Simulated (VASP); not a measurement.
Set up this calculation in VASP 6.6.1, as the native input.

| Property | Result |
| --- | --- |
| Task | single point |
| Functional | LDA |
| Potentials or basis | VASP PAW LDA potentials, release 64 (Si, W_sv) |
| Cutoff | 520 eV |
| k mesh | 18 × 18 × 18 |
| Occupations | gaussian, width 0.15 eV |
| Spin | no spin polarisation |
| Dipole correction | no |
| Further INCAR settings | ALGO = Normal; EDIFF = 1e-07; NBANDS = 18 |

The structure of Si2W lies in POSCAR:

```
Si2W
1.0
   -1.5493399447      1.5493399447      4.1076100613
    1.5493399447     -1.5493399447      4.1076100613
    1.5493399447      1.5493399447     -4.1076100613
Si W
2 1
Direct
    0.3668292265      0.3668292265      0.0000000000
    0.6331707735      0.6331707735      0.0000000000
    0.0000000000      0.0000000000      0.0000000000
```

This cell differs from its parent crystal: atoms shifted along a free coordinate, c/a of the conventional cell at fixed volume 2.6512.

The input as run:

INCAR

```
SYSTEM = Si2W
PREC = Accurate
ENCUT = 520
EDIFF = 1E-7
ISMEAR = 0
SIGMA = 0.15
LREAL = .FALSE.
LASPH = .TRUE.
NELM = 60
ALGO = Normal
ISIF = 2
LWAVE = .FALSE.
LCHARG = .FALSE.
GGA = CA
NBANDS = 18
```

KPOINTS

```
Automatic mesh
0
G
  18 18 18
  0 0 0
```

Potentials or basis: VASP PAW LDA potentials, release 64 (Si, W_sv).

Launch:

```console
$ cat potpaw_LDA.64/Si/POTCAR potpaw_LDA.64/W_sv/POTCAR > POTCAR
$ mpirun -np 1 vasp_std > vasp.out
```

Results of the run:

The pressure is 23.2 GPa. The largest force is 6.306 eV/Å. The band gap on the k mesh is zero (bands 11 and 12 overlap by 0.30 eV).

Caveat: the cell stands under pressure; spin-orbit coupling is left out, which moves the levels of the heavy elements; forces of over 1 eV/Å act on the atoms, so gaps and moduli don't describe the material at rest.

It took 12 min on 1 thread of AMD EPYC 7R43 64-Core Processor (Zen 3), on a shared host, peak memory 0.39 GiB.
